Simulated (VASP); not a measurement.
# ZrC in VASP: notebook

ZrC is run at these levels: PBE; tasks: single point.

Program: VASP 6.6.1. These are calculated values, not measurements. Logs are shortened: lines on timing, memory, paths and dates and some standing lists are left out, and cuts for length are marked.

### 1 The cell of the first run

The typed cell holds 2 atoms: a = 3.599 Å, b = 3.599 Å, c = 3.599 Å, α = 60.00°, β = 60.00°, γ = 60.00°.

### 2 Single point, PBE

Input file INCAR:

```
SYSTEM = ZrC
ALGO = Normal ; EDIFF = 1E-7
ENCUT = 520 ; GGA = PE
ISIF = 2 ; ISMEAR = 0
LASPH = .True. ; LCHARG = .False.
LREAL = .False. ; LWAVE = .False.
NBANDS = 15 ; NELM = 100
PREC = Accurate ; SIGMA = 0.1
```

Input file KPOINTS:

```
k-points
0
Gamma
  6 6 6
  0 0 0
```

Input file POSCAR:

```
ZrC
1.0
    1.7993565828      1.0388590074      2.9381673630
   -1.7993565828      1.0388590074      2.9381673630
    0.0000000000     -2.0777180149      2.9381673630
Zr C
1 1
Direct
    0.0006456794      0.0006456794      0.0006456794
    0.7505977006      0.7505977006      0.7505977006
```

Potentials or basis: VASP PAW PBE potentials, release 64 (Zr_sv, C).

Run with:

```bash
cat potpaw_PBE.64/Zr_sv/POTCAR potpaw_PBE.64/C/POTCAR > POTCAR
mpirun -np 1 vasp_std > vasp.out
```

OUTCAR:

```text
SYSTEM = ZrC
   EDIFF = 1E-7
   ENCUT = 520
   GGA = PE
   ISIF = 2
   ISMEAR = 0
   LASPH = .True.
   LREAL = .False.
   NELM = 100
   PREC = Accurate

 ion  position               nearest neighbor table
   1  0.001  0.001  0.001-   2 2.20   2 2.20   2 2.20   2 2.20
   2  0.751  0.751  0.751-   1 2.20   1 2.20   1 2.20   1 2.20

  LATTYP: Found a trigonal (rhomboedric) cell.
 ALAT       =     3.5985746626
 COS(alpha) =     0.4999615110

  Lattice vectors:

 A1 = (   1.7993565828,   1.0388590074,   2.9381673630)
 A2 = (  -1.7993565828,   1.0388590074,   2.9381673630)
 A3 = (   0.0000000000,  -2.0777180149,   2.9381673630)

Analysis of symmetry for initial positions (statically):
=====================================================================
 Subroutine PRICEL returns:
 Original cell was already a primitive cell.

 Routine SETGRP: Setting up the symmetry group for a
 trigonal (rhombohedral) supercell.

 Subroutine GETGRP returns: Found  6 space group operations
 (whereof  6 operations were pure point group operations)
 out of a pool of 12 trial point group operations.

The static configuration has the point symmetry C_3v.

Analysis of symmetry for dynamics (positions and initial velocities):
=====================================================================
 Subroutine PRICEL returns:
 Original cell was already a primitive cell.

 Routine SETGRP: Setting up the symmetry group for a
 trigonal (rhombohedral) supercell.

 Subroutine GETGRP returns: Found  6 space group operations
 (whereof  6 operations were pure point group operations)
 out of a pool of 12 trial point group operations.

The dynamic configuration has the point symmetry C_3v.

 Subroutine INISYM returns: Found  6 space group operations
 (whereof  6 operations are pure point group operations),
 and found     1 'primitive' translations

----------------------------------------------------------------------------------------

                                     Primitive cell

  volume of cell :      32.9535

  direct lattice vectors                    reciprocal lattice vectors
     1.799356583  1.038859007  2.938167363     0.277877106  0.160432422  0.113449403
    -1.799356583  1.038859007  2.938167363    -0.277877106  0.160432422  0.113449403
     0.000000000 -2.077718015  2.938167363     0.000000000 -0.320864844  0.113449403

  length of vectors
     3.598574663  3.598574663  3.598574663     0.340330744  0.340330744  0.340330744

  position of ions in fractional coordinates (direct lattice)
     0.000645679  0.000645679  0.000645679
     0.750597701  0.750597701  0.750597701

  ion indices of the primitive-cell ions
   primitive index   ion index
                 1           1
                 2           2

----------------------------------------------------------------------------------------

 KPOINTS: k-points

Automatic generation of k-mesh.
 Grid dimensions read from file:
 generate k-points for:    6    6    6

 Generating k-lattice:

  Cartesian coordinates                     Fractional coordinates (reciprocal lattice)
     0.046312851  0.026738737  0.018908234     0.166666667 -0.000000000  0.000000000
    -0.046312851  0.026738737  0.018908234    -0.000000000  0.166666667  0.000000000
     0.000000000 -0.053477474  0.018908234     0.000000000  0.000000000  0.166666667

  Length of vectors
     0.056721791  0.056721791  0.056721791

  Shift w.r.t. Gamma in fractional coordinates (k-lattice)
     0.000000000  0.000000000  0.000000000

 Subroutine IBZKPT returns following result:
 ===========================================

 Found     32 irreducible k-points:

 Following reciprocal coordinates:
            Coordinates               Weight
  0.000000  0.000000  0.000000      1.000000
  0.166667  0.000000  0.000000      6.000000
  0.333333  0.000000  0.000000      6.000000
  0.500000 -0.000000  0.000000      3.000000
  0.166667  0.166667  0.000000      6.000000
  0.333333  0.166667  0.000000     12.000000
[... 16 lines left out ...]
  0.500000  0.500000  0.166667      6.000000
 -0.333333  0.500000  0.166667     12.000000
 [... further k-points ...]
   k-points           NKPTS =     32   k-points in BZ     NKDIM =     32   number of bands    NBANDS=     15
   number of dos      NEDOS =    301   number of ions     NIONS =      2
   total plane-waves  NPLWV =  21952
   dimension x,y,z NGX =    28 NGY =   28 NGZ =   28
   dimension x,y,z NGXF=    56 NGYF=   56 NGZF=   56
   ions per type =               1   1
   NGX,Y,Z   is equivalent  to a cutoff of  12.94, 12.94, 12.94 a.u.
   NGXF,Y,Z  is equivalent  to a cutoff of  25.87, 25.87, 25.87 a.u.
 SYSTEM =  ZrC
   PREC   = accura    normal or accurate (medium, high low for compatibility)
   ISTART =      0    job   : 0-new  1-cont  2-samecut
   ICHARG =      2    charge: 1-file 2-atom 10-const
   ISPIN  =      1    spin polarized calculation?
   LNONCOLLINEAR =      F non collinear calculations
   LSORBIT =      F    spin-orbit coupling
   LASPH  =      T    aspherical Exc in radial PAW
   ENCUT  =  520.0 eV  38.22 Ry    6.18 a.u.   6.69  6.69  6.69*2*pi/ulx,y,z
   NELM   =    100;   NELMIN=  2; NELMDL= -5     # of ELM steps
   EDIFF  = 0.1E-06   stopping-criterion for ELM
   LREAL  =      F    real-space projection
   EDIFFG = 0.1E-05   stopping-criterion for IOM
   NSW    =      0    number of steps for IOM
   IBRION =     -1    ionic relax: 0-MD 1-quasi-New 2-CG
   NFREE  =      0    steps in history (QN), initial steepest desc. (CG)
   ISIF   =      2    stress and relaxation
   ISYM   =      2    0-nonsym 1-usesym 2-fastsym
   POTIM  = 0.5000    time-step for ionic-motion
   TEBEG  =    0.0;   TEEND  =   0.0 temperature during run
   PSTRESS=    0.0 pullay stress
   NELECT =      16.0000    total number of electrons
   NUPDOWN=      -1.0000    fix difference up-down
   EMIN   =  10.00;   EMAX   =-10.00  energy-range for DOS
   EFERMI =   0.00;   METHOD = LEGACY
   ISMEAR =     0;   SIGMA  =   0.10  broadening in eV -4-tet -1-fermi 0-gaus
   EFERMI_NEDOS =   21; number of points for ismear=-14 and -15
   IALGO  =     38    algorithm
   IMIX   =      4    mixing-type and parameters
     AMIX     =   0.40;   BMIX     =  1.00
     AMIX_MAG =   1.60;   BMIX_MAG =  1.00
  volume/ion in A,a.u.               =      16.48       111.19
  Fermi-wavevector in a.u.,A,eV,Ry     =   1.286711  2.431531 22.526142  1.655625
  Thomas-Fermi vector in A             =   2.418769
   LORBIT       =      0    0 simple, 1 ext, 2 COOP (PROOUT), +10 PAW based schemes
   GGA     = PE    functional components
   LHFCALC =     F    Hartree Fock is set to
   AEXX    =    0.0000 exact exchange contribution
   IVDW    =     0    specifies the selected vdW correction
   LEPSILON=     F    determine dielectric tensor
   LRPA    =     F    only Hartree local field effects (RPA)
 non-spin polarized calculation
 Gauss-broadening in eV      SIGMA  =   0.10
  energy-cutoff  :      520.00
  volume of cell :       32.95
 maximum number of plane-waves:       911
   NGX = 13   NGY = 13   NGZ = 13

 number of electron      16.0000001 magnetization

 Free energy of the ion-electron system (eV)
  ---------------------------------------------------
  ext. energy  EPLUGINS =         0.00000000
  ---------------------------------------------------
  free energy    TOTEN  =       -18.24028963 eV

  energy without entropy =      -18.24028656  energy(sigma->0) =      -18.24028809

 E-fermi :   6.8262     XC(G=0): -10.6800

 val. band max:        6.5591565144   @ k =   0.5000   0.5000   0.0000
 cond. band min:       7.1022232610   @ k =  -0.3333   0.5000   0.1667
 fundamental gap:      0.5430667465
 Fermi energy:         6.8262243271

 k-point     1 :       0.0000    0.0000    0.0000
  band No.  band energies     occupation
      1     -41.4044      2.00000
      2     -19.3140      2.00000
      3     -19.3139      2.00000
      4     -19.3139      2.00000
      5      -3.2965      2.00000
      6       4.2766      2.00000
      7       4.2766      2.00000
      8       4.2778      2.00000
      9       9.6315      0.00000
     10       9.6315      0.00000
     11       9.9112      0.00000
     12      14.9510      0.00000
     13      14.9549      0.00000
     14      14.9549      0.00000
     15      20.7869      0.00000

 k-point     2 :       0.1667    0.0000    0.0000
  band No.  band energies     occupation
      1     -41.3948      2.00000
      2     -19.4246      2.00000
      3     -19.3291      2.00000
      4     -19.3291      2.00000
      5      -2.9505      2.00000
      6       3.9269      2.00000
      7       4.4801      2.00000
      8       4.4808      2.00000
      9       9.4095      0.00000
     10       9.4097      0.00000
     11      10.9417      0.00000
     12      14.4059      0.00000
     13      15.2218      0.00000
     14      15.2239      0.00000
     15      17.9659      0.00000

 k-point     3 :       0.3333    0.0000    0.0000
  band No.  band energies     occupation
      1     -41.3756      2.00000
      2     -19.6384      2.00000
      3     -19.3592      2.00000
      4     -19.3591      2.00000
      5      -2.3186      2.00000
      6       3.8746      2.00000
      7       4.7889      2.00000
      8       4.7891      2.00000
      9       9.6231      0.00000
     10       9.6245      0.00000
     11      11.1945      0.00000
     12      14.1705      0.00000
     13      14.3649      0.00000
     14      14.3656      0.00000
     15      16.1608      0.00000
[... 343 lines left out ...]
 k-point    23 :       0.5000    0.5000    0.1667
  band No.  band energies     occupation
      1     -41.3565      2.00000
      2     -19.6867      2.00000
      3     -19.4924      2.00000
      4     -19.4440      2.00000
      5      -1.7085      2.00000
      6       3.2703      2.00000
      7       5.8908      2.00000
      8       6.0601      2.00000
      9       7.5353      0.00000
     10      10.5929      0.00000
     11      10.6333      0.00000
     12      12.5436      0.00000
     13      13.2977      0.00000
     14      17.1168      0.00000
     15      19.0548      0.00000

 k-point    24 :      -0.3333    0.5000    0.1667
  band No.  band energies     occupation
      1     -41.3532      2.00000
      2     -19.6741      2.00000
      3     -19.5248      2.00000
      4     -19.4698      2.00000
      5      -1.6144      2.00000
      6       3.5558      2.00000
      7       5.6826      2.00000
      8       6.5223      1.99998
      9       7.1022      0.00009
     10       9.7690      0.00000
     11      11.1211      0.00000
     12      12.1930      0.00000
     13      13.6036      0.00000
     14      18.7916      0.00000
     15      18.8601      0.00000

 [... further k-points ...]

------------------------ aborting loop because EDIFF is reached ----------------------------------------

  FORCE on cell =-STRESS in cart. coord.  units (eV):
  Direction    XX          YY          ZZ          XY          YZ          ZX
  --------------------------------------------------------------------------------------
  -------------------------------------------------------------------------------------
  Total       -0.0055787     -0.0055787     -0.0095688      0.0000000      0.0000000      0.0000000
  in kB       -0.2712341     -0.2712341     -0.4652281      0.0000000      0.0000000      0.0000000
  external PRESSURE =      -0.3358988 kB  Pullay stress =       0.0000000 kB

 VOLUME and BASIS-vectors are now :
 -----------------------------------------------------------------------------
  energy-cutoff  :      520.00
  volume of cell :       32.95
      direct lattice vectors                 reciprocal lattice vectors
     1.799356583  1.038859007  2.938167363     0.277877106  0.160432422  0.113449403
    -1.799356583  1.038859007  2.938167363    -0.277877106  0.160432422  0.113449403
     0.000000000 -2.077718015  2.938167363     0.000000000 -0.320864844  0.113449403

 POSITION                                       TOTAL-FORCE (eV/Angst)
 -----------------------------------------------------------------------------------
      0.00000     -0.00000      0.00569         0.000000      0.000000     -0.004030
      0.00000     -0.00000      6.61614         0.000000     -0.000000      0.004030
 -----------------------------------------------------------------------------------
    total drift:                                0.000000      0.000000     -0.000039

  FREE ENERGIE OF THE ION-ELECTRON SYSTEM (eV)
  ---------------------------------------------------
  free  energy   TOTEN  =       -18.2402896305 eV

  energy  without entropy=      -18.2402865569  energy(sigma->0) =      -18.24028809
```

Run time: 9.1 s. Hardware: 1 thread of AMD EPYC 9R45 (Zen 5), shared host; peak memory 0.13 GiB.

What came out:

| Quantity | Value |
| --- | --- |
| Free energy | -18.2403 eV |
| Pressure | 0.0 GPa |
| Largest force | 0.004 eV/Å |
| Band gap on the k mesh | 0.54 eV (least direct gap 0.58 eV) |

Forces on the atoms (eV/Å):
```
Zr   0.000  0.000 -0.004
C    0.000  0.000  0.004
```

### 3 Single point, PBE

This run uses another cell than the first one, of 17.10 Å³/atom.

Input file INCAR:

```
PREC = Accurate
ENCUT = 520
EDIFF = 1E-6
ISMEAR = 0
SIGMA = 0.1
LREAL = False
LASPH = True
NELM = 80
ALGO = Normal
ISIF = 2
LWAVE = False
LCHARG = False
GGA = PE
NBANDS = 15
```

Input file KPOINTS:

```
regular mesh
0
Gamma
  6 6 6
```

Input file POSCAR:

```
ZrC
1.0
    1.8170000000      1.0490454400      2.9895352100
   -1.8170000000      1.0490454400      2.9895352100
    0.0000000000     -2.0980908800      2.9895352100
Zr C
1 1
Direct
    0.0000000000      0.0000000000      0.0000000000
    0.7512433800      0.7512433800      0.7512433800
```

Potentials or basis: VASP PAW PBE potentials, release 64 (Zr_sv, C).

Run with:

```bash
cat potpaw_PBE.64/Zr_sv/POTCAR potpaw_PBE.64/C/POTCAR > POTCAR
mpirun -np 1 vasp_std > vasp.out
```

It took 8.5 s on 1 thread of AMD EPYC 9R45 (Zen 5), shared host; peak memory 0.13 GiB.

Results (log left out):

```yaml
Free_energy: -18.2200 eV
Pressure: -5.1 GPa
Largest_force: 0.051 eV/Å
Band_gap_on_the_k_mesh: 0.53 eV (least direct gap 0.55 eV)
```

Forces in eV/Å, atoms in the order of the input:
```
Zr   0.000  0.000  0.051
C    0.000  0.000 -0.051
```

Stress tensor (GPa, compression positive):
```
-4.85  0.00  0.00
 0.00 -4.85  0.00
 0.00  0.00 -5.45
```

Levels at points of the mesh, in eV from the valence-band top:
| k point | band 5 | band 6 | band 7 | band 8 | band 9 | band 10 | band 11 | band 12 |
| --- | --- | --- | --- | --- | --- | --- | --- | --- |
| (0.00, 0.00, 0.00) | -9.74 | -2.20 | -2.15 | -2.15 | 2.98 | 2.98 | 3.24 | 8.14 |
| (0.50, 0.00, 0.00) | -8.55 | -2.27 | -1.61 | -1.60 | 3.54 | 3.62 | 3.67 | 6.34 |
| (0.50, 0.50, 0.00) | -8.15 | -3.49 | -0.02 | 0.00 | 0.65 | 4.30 | 4.43 | 4.99 |
| (0.50, 0.50, 0.50) | -8.55 | -2.32 | -1.57 | -1.57 | 3.55 | 3.62 | 3.62 | 6.34 |

Caveat: the cell stands under tension. A k mesh can miss the band edges.

### 4 Single point, PBE

Input file INCAR:

```
SYSTEM = ZrC
  PREC = Accurate
  ENCUT = 520
  EDIFF = 1E-7
  ISMEAR = 0
  SIGMA = 0.02
  LREAL = .FALSE.
  LASPH = .TRUE.
  NELM = 80
  ALGO = Normal
  ISIF = 2
  LWAVE = .FALSE.
  LCHARG = .FALSE.
  GGA = PE
  NBANDS = 15
```

Input file KPOINTS:

```
regular mesh
0
G
  12 12 12
  0 0 0
```

Input file POSCAR:

```
ZrC
1.0
    0.0000000000      2.5455212131      2.5455212131
    2.5455212131      0.0000000000      2.5455212131
    2.5455212131      2.5455212131      0.0000000000
Zr C
1 1
Direct
    0.5000000000      0.5000000000      0.5000000000
    0.2500000000      0.2500000000      0.2500000000
```

Run with:

```bash
cat potpaw_PBE.64/Zr_sv/POTCAR potpaw_PBE.64/C/POTCAR > POTCAR
mpirun -np 1 vasp_std > vasp.out
```

Run time: 19 s. Hardware: 1 thread of AMD EPYC 9R45 (Zen 5), shared host; peak memory 0.15 GiB.

Results (log left out):

```
Free energy            : -18.2306 eV
Pressure               : 0.1 GPa
Band gap on the k mesh : 0.49 eV (least direct gap 0.57 eV)
```

Levels at points of the mesh, in eV from the valence-band top:
```
           k point  band 5  band 6  band 7  band 8  band 9  band 10  band 11  band 12
(0.00, 0.00, 0.00)   -9.85   -2.28   -2.28   -2.28    3.05     3.05     3.34     8.38
(0.50, 0.00, 0.00)   -8.61   -2.32   -1.69   -1.69    3.67     3.74     3.74     6.57
(0.50, 0.50, 0.00)   -8.19   -3.64    0.00    0.00    0.64     4.45     4.60     5.16
```

A k mesh can miss the band edges.

### 5 Summary

```tsv
cell	k mesh	smearing	gap on the mesh (eV)	pressure (GPa)
a = 3.599 Å, angles 60.0°, 2 atoms, atomic positions A	6 × 6 × 6	gaussian 0.1 eV	0.54	0.0
a = 3.652 Å, angles 59.7°, 2 atoms, atomic positions B	6 × 6 × 6	gaussian 0.1 eV	0.53	-5.1
a = 3.600 Å, angles 60.0°, 2 atoms, atomic positions A	12 × 12 × 12	gaussian 0.02 eV	0.49	0.1
```

Alike in all rows: task single point; level PBE; potentials or basis VASP PAW PBE potentials, release 64 (Zr_sv, C); no spin polarisation; cutoff (eV) 520.

Caveats: the cell stands under tension (at least some runs).

Absolute energies hang on the potentials; compare differences alone.
